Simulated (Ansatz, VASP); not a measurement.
## Two plane-wave programs on CsSbSI2

File INCAR:

```
PREC = Accurate
ENCUT = 520
EDIFF = 1E-7
ISMEAR = 0
SIGMA = 0.1
LREAL = F
LASPH = T
NELM = 60
ALGO = Normal
ISIF = 2
LWAVE = F
LCHARG = F
GGA = PE
IBRION = 2
NSW = 30
EDIFFG = -0.01
```

Contents of KPOINTS:

```
Automatic mesh
0
Gamma
  1 1 1
```

Contents of POSCAR:

```
CsSbSI2
1.0
    6.3217010000      0.0000000000      0.0000000000
    0.0000000000      6.3217010000      0.0000000000
    0.0000000000      0.0000000000      5.0850440000
Cs Sb S I
1 1 1 2
Direct
    0.0000000000      0.0000000000      0.0000000000
    0.5000000000      0.5000000000      0.5000000000
    0.5000000000      0.5000000000      0.0000000000
    0.0000000000      0.5000000000      0.5000000000
    0.5000000000      0.0000000000      0.5000000000
```

Input for Ansatz:

```yaml
crystal:
  lattice:
    - [6.321701, 0.0, 0.0]
    - [0.0, 6.321701, 0.0]
    - [0.0, 0.0, 5.085044]
  atoms:
    - { symbol: Cs, position: [0.0, 0.0, 0.0] }
    - { symbol: Sb, position: [0.5, 0.5, 0.5] }
    - { symbol: S, position: [0.5, 0.5, 0.0] }
    - { symbol: I, position: [0.0, 0.5, 0.5] }
    - { symbol: I, position: [0.5, 0.0, 0.5] }
basis:
  ecutwfc: 420
kpoints:
  mp_grid: { grid: [1, 1, 1] }
hamiltonian:
  xc: pbe
scf:
  occupations: { method: gaussian, width: 0.1 }
output:
  forces: true
  stress: true
  eigenvalues: true
relax:
  adjacent_minimum: "off"
  f_tol: 0.01
  max_steps: 10
```

Alike in both runs: task relaxation of the atoms; functional PBE; k mesh 1 × 1 × 1; occupations gaussian, width 0.1 eV; no spin polarisation.

```csv
,VASP,Ansatz
version,VASP 6.6.1,Ansatz 0.2.0
potentials or method,"VASP PAW PBE potentials, release 64 (Cs_sv, Sb, S, I), cutoff 520 eV","scalar-relativistic, plane waves, PAW"
valence electrons in the cell,34,64
```

Ansatz gave:

| Item | Value |
| --- | --- |
| gap on the k mesh at the Fermi level, each at its own relaxed structure (eV) | 2.97 |

Task: What did VASP give for the same quantities?

Result: gap on the k mesh at the Fermi level, each at its own relaxed structure (eV): 2.95.

VASP's potentials hold 34 valence electrons a cell and Ansatz's 64, so a difference there can come from the potentials and not from the codes. Ansatz's warnings: stress scf threshold loose.

The k mesh is coarse, so the values compare programs but aren't converged. Spin-orbit coupling is off throughout. Noted on VASP's run: the relaxation stopped at its first step, so nothing moved.
